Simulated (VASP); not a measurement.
Crystal: GdSbTe3.

```
Gd Sb Te
1.0
     5.12402    0.00000    0.00000
     0.00000    5.12402    0.00000
     0.00000    0.00000    5.12402
Gd Sb Te
1 1 3
Direct
  0.50000 0.50000 0.50000
  0.00000 0.00000 0.00000
  0.50000 0.00000 0.50000
  0.50000 0.50000 0.00000
  0.00000 0.50000 0.50000
```

The cell was generated, and may not be a known phase.

```yaml
Program: VASP 6.6.1
Task: relaxation of cell and atoms
Functional: PBE
Potentials_or_basis: VASP PAW PBE potentials, release 64 (Gd, Sb, Te)
Cutoff: 600 eV
k_mesh: 4 × 4 × 4
Occupations: gaussian, width 0.1 eV
Spin: collinear spin, ferromagnetic start
Starting_moments: "[7.0, 0.0, 0.0, 0.0, 0.0] μB"
```

At the start: pressure 28.1 GPa; volume 26.91 Å³/atom.

Question: Where does the relaxation end?

Answer: Over 3 steps the energy falls by 821.9 meV/atom and the volume is 39.98 Å³/atom (+48.6 %); space group Pm-3m (No. 221, to 0.1 Å) before and after; moment 6.99 μB per cell.

The path:
```tsv
step	energy change (eV)	largest force (eV/Å)	pressure (GPa)	volume (Å³)
1	0.0000	0.0000	28.07	134.53
2	-2.9665	0.0000	-11.65	248.76
3	-4.1096	0.0000	-0.03	199.88
```

Final structure:
```
CELL_PARAMETERS angstrom
5.84685 0.00000 0.00000
0.00000 5.84685 0.00000
0.00000 0.00000 5.84685
ATOMIC_POSITIONS crystal
Gd 0.50000 0.50000 0.50000
Sb 0.00000 0.00000 0.00000
Te 0.50000 0.00000 0.50000
Te 0.50000 0.50000 0.00000
Te 0.00000 0.50000 0.50000
```

Caveat: the volume moved by over 15 % at a fixed basis, so the end points are rough; a cell with one magnetic atom can't hold antiferromagnetic order, which such compounds often take; semilocal functionals describe open f shells poorly, which spoils levels, moments and volumes.
